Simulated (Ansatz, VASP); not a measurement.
RuSe: VASP beside Ansatz

Contents of POSCAR:

```
RuSe
1.0
    3.1876923100      0.0000000000      0.0000000000
    0.0000000000      3.1876923100      0.0000000000
    0.0000000000      0.0000000000      3.1876923100
Ru Se
1 1
Direct
    0.0000000000      0.0000000000      0.0000000000
    0.5000000000      0.5000000000      0.5000000000
```

File INCAR.step1:

```
SYSTEM = RuSe
PREC = Accurate
ENCUT = 520
ISMEAR = 0
SIGMA = 0.05
LREAL = .FALSE.
LASPH = .TRUE.
NELM = 150
ISPIN = 2
MAGMOM = 4 0
LMAXMIX = 4
LDAU = .TRUE.
LDAUTYPE = 2
LDAUL = 2 -1
LDAUU = 2 0
LDAUJ = 0 0
NBANDS = 21
GGA = PE
ALGO = Normal
EDIFF = 1E-4
LWAVE = .TRUE.
LCHARG = .FALSE.
```

Contents of INCAR.step2:

```
SYSTEM = RuSe
PREC = Accurate
ENCUT = 520
EDIFF = 1E-6
ISMEAR = 0
SIGMA = 0.05
LREAL = .FALSE.
LASPH = .TRUE.
NELM = 150
ALGO = Normal
ISIF = 2
LWAVE = .FALSE.
LCHARG = .TRUE.
ISPIN = 2
MAGMOM = 4 0
LORBIT = 11
LMAXMIX = 4
LDAU = .TRUE.
LDAUTYPE = 2
LDAUL = 2 -1
LDAUU = 2 0
LDAUJ = 0 0
LDAUPRINT = 1
METAGGA = R2SCAN
LMIXTAU = .TRUE.
LELF = .TRUE.
LVHAR = .TRUE.
NBANDS = 21
ISTART = 1
```

Contents of KPOINTS:

```
Automatic mesh
0
G
  6 6 6
  0 0 0
```

Input for Ansatz:

```yaml
crystal:
  lattice:
    - [3.18769231, 0.0, 0.0]
    - [0.0, 3.18769231, 0.0]
    - [0.0, 0.0, 3.18769231]
  atoms:
    - { symbol: Ru, position: [0.0, 0.0, 0.0], spin: 4.0 }
    - { symbol: Se, position: [0.5, 0.5, 0.5] }
basis:
  ecutwfc: 500
  ecutrho_ratio: 4
kpoints:
  mp_grid: { grid: [6, 6, 6] }
hamiltonian:
  xc: r2scan
  hubbard: { sites: [{ site: 0, l: d, u_eff: 2.0 }] }
scf:
  occupations: { method: gaussian, width: 0.05 }
  lower_state_search: "off"
  max_iter: 150
output:
  forces: true
  stress: true
  eigenvalues: true
  populations: true
  hubbard: { sites: [{ site: 0, l: d }] }
magnetization:
  spin_polarized: true
```

Alike in both runs: task single point; functional r2SCAN; k mesh 6 × 6 × 6; occupations gaussian, width 0.05 eV; collinear spin; Hubbard terms Ru d U = 2.0 eV.

|  | VASP | Ansatz |
| --- | --- | --- |
| version | VASP 6.6.1 | Ansatz 0.2.0 |
| potentials or method | VASP PAW PBE potentials, release 64 (Ru_pv, Se), cutoff 520 eV | scalar-relativistic, plane waves, PAW |
| valence electrons in the cell | 20 | 32 |

|  | VASP | Ansatz | Ansatz less VASP |
| --- | --- | --- | --- |
| gap on the k mesh at the Fermi level (eV) | none | none | - |
| pressure (GPa) | -7.5 | -2.6 | +4.88 |
| net moment per atom (μB) | 0.72 | 0.93 | +0.207 |
| size of the moment on the site where the two differ most (μB) | 1.51 | 1.83 | +0.313 |

The net moments are unlike, so the other rows may belong to different states. VASP's potentials were made for PBE, not for r2SCAN. Site moments also hang on the region over which each program counts them. The programs project onto different local orbitals, so the same U acts differently, and such runs can settle in different states. A gap of «none» marks a metal or a gap that the smearing closes. VASP's potentials hold 20 valence electrons a cell and Ansatz's 32, so a difference there can come from the potentials and not from the codes. Ansatz's warnings: filled band counts differ across k points, stability check not made.
